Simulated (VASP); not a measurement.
A run of VASP 6.6.1 is set up as follows.

The input POSCAR:

```
KBr
1.0
    0.0000000000      3.3022478201      3.3022478201
    3.3022478201      0.0000000000      3.3022478201
    3.3022478201      3.3022478201      0.0000000000
K Br
1 1
Direct
    0.0000000000      0.0000000000      0.0000000000
    0.5000000000      0.5000000000      0.5000000000
```

File INCAR.step1:

```
SYSTEM = KBr
ALGO = Normal
EDIFF = 1E-4
ENCUT = 520
GGA = PE
ISMEAR = 0
LASPH = .True.
LCHARG = .False.
LREAL = .False.
LWAVE = .True.
NBANDS = 15
NELM = 100
PREC = Accurate
SIGMA = 0.01
```

The input INCAR.step2:

```
SYSTEM = KBr
ALGO = Normal
EDIFF = 1E-6
ENCUT = 520
ISIF = 2
ISMEAR = 0
ISTART = 1
LASPH = .True.
LCHARG = .True.
LELF = .True.
LMIXTAU = .True.
LREAL = .False.
LVHAR = .True.
LWAVE = .False.
METAGGA = R2SCAN
NBANDS = 15
NELM = 100
PREC = Accurate
SIGMA = 0.01
```

The input KPOINTS:

```
k-points
0
Gamma
  6 6 6
  0 0 0
```

Potentials or basis: VASP PAW PBE potentials, release 64 (K_sv, Br).

Run with:

```sh
$ cat potpaw_PBE.64/K_sv/POTCAR potpaw_PBE.64/Br/POTCAR > POTCAR
$ cp INCAR.step1 INCAR
$ mpirun -np 1 vasp_std > vasp.out
$ cp INCAR.step2 INCAR
$ mpirun -np 1 vasp_std > vasp.out
```

Question: Predict the pressure.

Answer: 0.0 GPa.

Question: What does it give for the band gap on the k mesh?

Answer: 5.07 eV, direct.

Caveat: the PAW data sets were made with another functional, which shifts forces and pressure a little. r2SCAN opens gaps a little over a GGA but as a rule still falls short of measured ones.
